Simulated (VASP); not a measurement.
Input of a VASP 6.6.1 run:

POSCAR

```
Cu
1.0
    1.3000655629     -4.2142639434      0.0427507555
    1.2314097986      4.1932180767     -0.0275515562
    0.0154390939     -0.0218907436      2.5683373071
Cu
2
Direct
    0.1408658320      0.8729489178      0.2599048249
    0.8591341680      0.1270510822      0.7400951751
```

Contents of INCAR.step1:

```
  PREC = Accurate
  ENCUT = 520
  ISMEAR = 0
  SIGMA = 0.15
  LREAL = F
  LASPH = T
  NELM = 80
  NBANDS = 18
  GGA = PE
  ALGO = Normal
  EDIFF = 1E-4
  LWAVE = T
  LCHARG = F
```

File INCAR.step2:

```
  PREC = Accurate
  ENCUT = 520
  EDIFF = 1E-6
  ISMEAR = 0
  SIGMA = 0.15
  LREAL = F
  LASPH = T
  NELM = 80
  ALGO = Normal
  ISIF = 2
  LWAVE = F
  LCHARG = F
  METAGGA = R2SCAN
  LMIXTAU = T
  NBANDS = 18
  ISTART = 1
```

The input KPOINTS:

```
regular mesh
0
Gamma
  14 14 14
```

Potentials or basis: VASP PAW PBE potentials, release 64 (Cu).

Run with:

```sh
$ cat potpaw_PBE.64/Cu/POTCAR > POTCAR
$ cp INCAR.step1 INCAR
$ mpirun -np 1 vasp_std > vasp.out
$ cp INCAR.step2 INCAR
$ mpirun -np 1 vasp_std > vasp.out
```

(1) Predict the band gap on the k mesh.

(2) Predict the pressure.

(3) Estimate the largest force.

## Answers

(1) zero (bands 11 and 12 overlap by 5.59 eV).

(2) -13.2 GPa.

(3) 0.127 eV/Å.

Caveat: the cell differs from its parent crystal (atoms moved at random and the cell strained at random); the cell stands under tension; the PAW data sets were made with another functional, which shifts forces and pressure a little.
